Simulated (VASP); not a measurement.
# AlN (wurtzite) (P6_3mc) in VASP: further runs

Runs on AlN (wurtzite). Level: PBE. Tasks: single point, relaxation of cell and atoms.

All numbers are computed with VASP 6.6.1; they aren't measurements. Logs are shortened: lines on timing, memory, paths and dates and some standing lists are left out, and cuts for length are marked.

**1. The cell of the first run**

The structure is hexagonal, space group P6_3mc (No. 186). The conventional cell has a = 3.130 Å, b = 3.130 Å, c = 5.018 Å, α = 90.00°, β = 90.00°, γ = 120.00°. Al (site symmetry 3m) has 4 N at 1.90 to 1.91 Å within 2.5 Å. N (site symmetry 3m) has 4 Al at 1.90 to 1.91 Å within 2.5 Å.

**2. Single point, PBE**

Input file INCAR:

```
  PREC = Accurate
  ENCUT = 520
  EDIFF = 1E-6
  ISMEAR = 0
  SIGMA = 0.01
  LREAL = False
  LASPH = True
  NELM = 100
  ALGO = Normal
  ISIF = 2
  LWAVE = False
  LCHARG = False
  GGA = PE
  NBANDS = 16
```

Input file KPOINTS:

```
Automatic mesh
0
Gamma
  9 9 6
```

Input file POSCAR:

```
AlN
1.0
    3.1301973076      0.0000000000      0.0000000000
   -1.5650986538      2.7108303872      0.0000000000
    0.0000000000      0.0000000000      5.0181649067
Al N
2 2
Direct
    0.3333333333      0.6666666667      0.0002311865
    0.6666666667      0.3333333333      0.5002311865
    0.3333333333      0.6666666667      0.3817688135
    0.6666666667      0.3333333333      0.8817688135
```

Potentials or basis: VASP PAW PBE potentials, release 64 (Al, N).

On the command line:

```console
$ cat potpaw_PBE.64/Al/POTCAR potpaw_PBE.64/N/POTCAR > POTCAR
$ mpirun -np 1 vasp_std > vasp.out
```

OUTCAR:

```text
PREC = Accurate
   ENCUT = 520
   EDIFF = 1E-6
   ISMEAR = 0
   LREAL = False
   LASPH = True
   NELM = 100
   ISIF = 2
   GGA = PE

 ion  position               nearest neighbor table
   1  0.333  0.667  0.000-   4 1.90   4 1.90   4 1.90   3 1.91   2 3.09   2 3.09   2 3.09   2 3.09
                             2 3.09   2 3.09
   2  0.667  0.333  0.500-   3 1.90   3 1.90   3 1.90   4 1.91   1 3.09   1 3.09   1 3.09   1 3.09
                             1 3.09   1 3.09
   3  0.333  0.667  0.382-   2 1.90   2 1.90   2 1.90   1 1.91
   4  0.667  0.333  0.882-   1 1.90   1 1.90   1 1.90   2 1.91

  LATTYP: Found a hexagonal cell.
 ALAT       =     3.1301973076
 C/A-ratio  =     1.6031465156

  Lattice vectors:

 A1 = (   3.1301973076,   0.0000000000,   0.0000000000)
 A2 = (  -1.5650986538,   2.7108303872,   0.0000000000)
 A3 = (   0.0000000000,   0.0000000000,   5.0181649067)

Analysis of symmetry for initial positions (statically):
=====================================================================
 Subroutine PRICEL returns:
 Original cell was already a primitive cell.

 Routine SETGRP: Setting up the symmetry group for a
 hexagonal supercell.

 Subroutine GETGRP returns: Found 12 space group operations
 (whereof  6 operations were pure point group operations)
 out of a pool of 24 trial point group operations.

The static configuration has the point symmetry C_3v.
 The point group associated with its full space group is C_6v.

Analysis of symmetry for dynamics (positions and initial velocities):
=====================================================================
 Subroutine PRICEL returns:
 Original cell was already a primitive cell.

 Routine SETGRP: Setting up the symmetry group for a
 hexagonal supercell.

 Subroutine GETGRP returns: Found 12 space group operations
 (whereof  6 operations were pure point group operations)
 out of a pool of 24 trial point group operations.

The dynamic configuration has the point symmetry C_3v.
 The point group associated with its full space group is C_6v.

 Subroutine INISYM returns: Found 12 space group operations
 (whereof  6 operations are pure point group operations),
 and found     1 'primitive' translations

----------------------------------------------------------------------------------------

                                     Primitive cell

  volume of cell :      42.5813

  direct lattice vectors                    reciprocal lattice vectors
     3.130197308  0.000000000  0.000000000     0.319468679  0.184445328  0.000000000
    -1.565098654  2.710830387  0.000000000     0.000000000  0.368890656  0.000000000
     0.000000000  0.000000000  5.018164907     0.000000000  0.000000000  0.199276034

  length of vectors
     3.130197308  3.130197308  5.018164907     0.368890656  0.368890656  0.199276034

  position of ions in fractional coordinates (direct lattice)
     0.333333333  0.666666667  0.000231187
     0.666666667  0.333333333  0.500231187
     0.333333333  0.666666667  0.381768814
     0.666666667  0.333333333  0.881768814

  ion indices of the primitive-cell ions
   primitive index   ion index
                 1           1
                 2           2
                 3           3
                 4           4

----------------------------------------------------------------------------------------

 KPOINTS: Automatic mesh

Automatic generation of k-mesh.
 Grid dimensions read from file:
 generate k-points for:    9    9    6

 Generating k-lattice:

  Cartesian coordinates                     Fractional coordinates (reciprocal lattice)
     0.035496520  0.020493925  0.000000000     0.111111111  0.000000000  0.000000000
     0.000000000  0.040987851  0.000000000     0.000000000  0.111111111  0.000000000
     0.000000000  0.000000000  0.033212672     0.000000000  0.000000000  0.166666667

  Length of vectors
     0.040987851  0.040987851  0.033212672

  Shift w.r.t. Gamma in fractional coordinates (k-lattice)
     0.000000000  0.000000000  0.000000000

 Subroutine IBZKPT returns following result:
 ===========================================

 Found     48 irreducible k-points:

 Following reciprocal coordinates:
            Coordinates               Weight
  0.000000  0.000000  0.000000      1.000000
  0.111111 -0.000000  0.000000      6.000000
  0.222222 -0.000000  0.000000      6.000000
  0.333333 -0.000000  0.000000      6.000000
  0.444444 -0.000000  0.000000      6.000000
  0.111111  0.111111  0.000000      6.000000
[... 16 lines left out ...]
  0.333333  0.222222  0.166667     24.000000
  0.333333  0.333333  0.166667      4.000000
 [... further k-points ...]
   k-points           NKPTS =     48   k-points in BZ     NKDIM =     48   number of bands    NBANDS=     16
   number of dos      NEDOS =    301   number of ions     NIONS =      4
   total plane-waves  NPLWV =  23040
   dimension x,y,z NGX =    24 NGY =   24 NGZ =   40
   dimension x,y,z NGXF=    48 NGYF=   48 NGZF=   80
   ions per type =               2   2
   NGX,Y,Z   is equivalent  to a cutoff of  12.75, 12.75, 13.25 a.u.
   NGXF,Y,Z  is equivalent  to a cutoff of  25.49, 25.49, 26.50 a.u.
 SYSTEM =  unknown system
   PREC   = accura    normal or accurate (medium, high low for compatibility)
   ISTART =      0    job   : 0-new  1-cont  2-samecut
   ICHARG =      2    charge: 1-file 2-atom 10-const
   ISPIN  =      1    spin polarized calculation?
   LNONCOLLINEAR =      F non collinear calculations
   LSORBIT =      F    spin-orbit coupling
   LASPH  =      T    aspherical Exc in radial PAW
   ENCUT  =  520.0 eV  38.22 Ry    6.18 a.u.   5.82  5.82  9.33*2*pi/ulx,y,z
   NELM   =    100;   NELMIN=  2; NELMDL= -5     # of ELM steps
   EDIFF  = 0.1E-05   stopping-criterion for ELM
   LREAL  =      F    real-space projection
   EDIFFG = 0.1E-04   stopping-criterion for IOM
   NSW    =      0    number of steps for IOM
   IBRION =     -1    ionic relax: 0-MD 1-quasi-New 2-CG
   NFREE  =      0    steps in history (QN), initial steepest desc. (CG)
   ISIF   =      2    stress and relaxation
   ISYM   =      2    0-nonsym 1-usesym 2-fastsym
   POTIM  = 0.5000    time-step for ionic-motion
   TEBEG  =    0.0;   TEEND  =   0.0 temperature during run
   PSTRESS=    0.0 pullay stress
   NELECT =      16.0000    total number of electrons
   NUPDOWN=      -1.0000    fix difference up-down
   EMIN   =  10.00;   EMAX   =-10.00  energy-range for DOS
   EFERMI =   0.00;   METHOD = LEGACY
   ISMEAR =     0;   SIGMA  =   0.01  broadening in eV -4-tet -1-fermi 0-gaus
   EFERMI_NEDOS =   21; number of points for ismear=-14 and -15
   IALGO  =     38    algorithm
   IMIX   =      4    mixing-type and parameters
     AMIX     =   0.40;   BMIX     =  1.00
     AMIX_MAG =   1.60;   BMIX_MAG =  1.00
  volume/ion in A,a.u.               =      10.65        71.84
  Fermi-wavevector in a.u.,A,eV,Ry     =   1.181341  2.232410 18.987826  1.395566
  Thomas-Fermi vector in A             =   2.317616
   LORBIT       =      0    0 simple, 1 ext, 2 COOP (PROOUT), +10 PAW based schemes
   GGA     = PE    functional components
   LHFCALC =     F    Hartree Fock is set to
   AEXX    =    0.0000 exact exchange contribution
   IVDW    =     0    specifies the selected vdW correction
   LEPSILON=     F    determine dielectric tensor
   LRPA    =     F    only Hartree local field effects (RPA)
 non-spin polarized calculation
 Gauss-broadening in eV      SIGMA  =   0.01
  energy-cutoff  :      520.00
  volume of cell :       42.58
 maximum number of plane-waves:      1170
 NGX is ok and might be reduce to    24
   NGX = 11   NGY = 11   NGZ = 19

 number of electron      15.9999998 magnetization

 Free energy of the ion-electron system (eV)
  ---------------------------------------------------
  ext. energy  EPLUGINS =         0.00000000
  ---------------------------------------------------
  free energy    TOTEN  =       -29.78048663 eV

  energy without entropy =      -29.78048663  energy(sigma->0) =      -29.78048663

 E-fermi :   6.0364     XC(G=0): -10.8268

 val. band max:        5.9639227664   @ k =   0.0000   0.0000   0.0000
 cond. band min:      10.0071970182   @ k =   0.0000   0.0000   0.0000
 fundamental gap:      4.0432742517
 Fermi energy:         6.0363697588

 k-point     1 :       0.0000    0.0000    0.0000
  band No.  band energies     occupation
      1      -9.1033      2.00000
      2      -7.0208      2.00000
      3       0.0586      2.00000
      4       5.1190      2.00000
      5       5.1190      2.00000
      6       5.7614      2.00000
[... 8 lines left out ...]
     15      18.9295      0.00000
     16      18.9295      0.00000

 k-point     2 :       0.1111   -0.0000    0.0000
  band No.  band energies     occupation
      1      -8.9501      2.00000
      2      -6.9350      2.00000
      3       0.2426      2.00000
      4       4.4222      2.00000
      5       4.9253      2.00000
      6       5.0810      2.00000
[... 8 lines left out ...]
     15      18.8009      0.00000
     16      18.9660      0.00000

 k-point     3 :       0.2222   -0.0000    0.0000
  band No.  band energies     occupation
      1      -8.5157      2.00000
      2      -6.7203      2.00000
      3       0.7765      2.00000
      4       2.9404      2.00000
      5       3.8352      2.00000
      6       4.5256      2.00000
[... 8 lines left out ...]
     15      17.9672      0.00000
     16      18.7762      0.00000

 k-point     4 :       0.3333   -0.0000    0.0000
  band No.  band energies     occupation
      1      -7.8915      2.00000
      2      -6.5125      2.00000
      3       1.5086      2.00000
      4       1.6162      2.00000
      5       2.6731      2.00000
      6       4.1529      2.00000
[... 8 lines left out ...]
     15      17.8607      0.00000
     16      20.1802      0.00000
[... 324 lines left out ...]
 k-point    22 :       0.2222    0.2222    0.1667
  band No.  band energies     occupation
      1      -7.4956      2.00000
      2      -6.5248      2.00000
      3       1.4306      2.00000
      4       1.6695      2.00000
      5       2.9219      2.00000
      6       3.3398      2.00000
[... 8 lines left out ...]
     15      18.0220      0.00000
     16      20.7290      0.00000

 k-point    23 :       0.3333    0.2222    0.1667
  band No.  band energies     occupation
      1      -6.9926      2.00000
      2      -6.5146      2.00000
      3       1.0409      2.00000
      4       1.6988      2.00000
      5       2.5109      2.00000
      6       3.5105      2.00000
[... 8 lines left out ...]
     15      18.5947      0.00000
     16      20.5487      0.00000

 k-point    24 :       0.3333    0.3333    0.1667
  band No.  band energies     occupation
      1      -6.6623      2.00000
      2      -6.6623      2.00000
      3       1.3512      2.00000
      4       1.8327      2.00000
      5       1.8327      2.00000
      6       3.3224      2.00000
[... 8 lines left out ...]
     15      18.9137      0.00000
     16      20.7954      0.00000

 [... further k-points ...]
[... 5 lines left out ...]
  --------------------------------------------------------------------------------------
  -------------------------------------------------------------------------------------
  Total       -0.0719741     -0.0719741     -0.0594742      0.0000000      0.0000000      0.0000000
  in kB       -2.7081180     -2.7081180     -2.2377940      0.0000000      0.0000000      0.0000000
  external PRESSURE =      -2.5513433 kB  Pullay stress =       0.0000000 kB

 VOLUME and BASIS-vectors are now :
 -----------------------------------------------------------------------------
  energy-cutoff  :      520.00
  volume of cell :       42.58
      direct lattice vectors                 reciprocal lattice vectors
     3.130197308  0.000000000  0.000000000     0.319468679  0.184445328  0.000000000
    -1.565098654  2.710830387  0.000000000     0.000000000  0.368890656  0.000000000
     0.000000000  0.000000000  5.018164907     0.000000000  0.000000000  0.199276034

 POSITION                                       TOTAL-FORCE (eV/Angst)
 -----------------------------------------------------------------------------------
     -0.00000      1.80722      0.00116         0.000000     -0.000000      0.000907
      1.56510      0.90361      2.51024        -0.000000      0.000000      0.000907
     -0.00000      1.80722      1.91578         0.000000      0.000000     -0.000907
      1.56510      0.90361      4.42486         0.000000      0.000000     -0.000907
 -----------------------------------------------------------------------------------
    total drift:                               -0.000000      0.000000      0.000582

  FREE ENERGIE OF THE ION-ELECTRON SYSTEM (eV)
  ---------------------------------------------------
  free  energy   TOTEN  =       -29.7804866286 eV

  energy  without entropy=      -29.7804866286  energy(sigma->0) =      -29.78048663
```

Wall time 46 s (1 thread of AMD EPYC 7R13 (Zen 3), shared host); peak memory 0.13 GiB.

Results:

* Free energy: -29.7805 eV
* Pressure: -0.3 GPa
* Band gap on the k mesh: 4.04 eV, direct

(Part 1 of 2 ends here.)
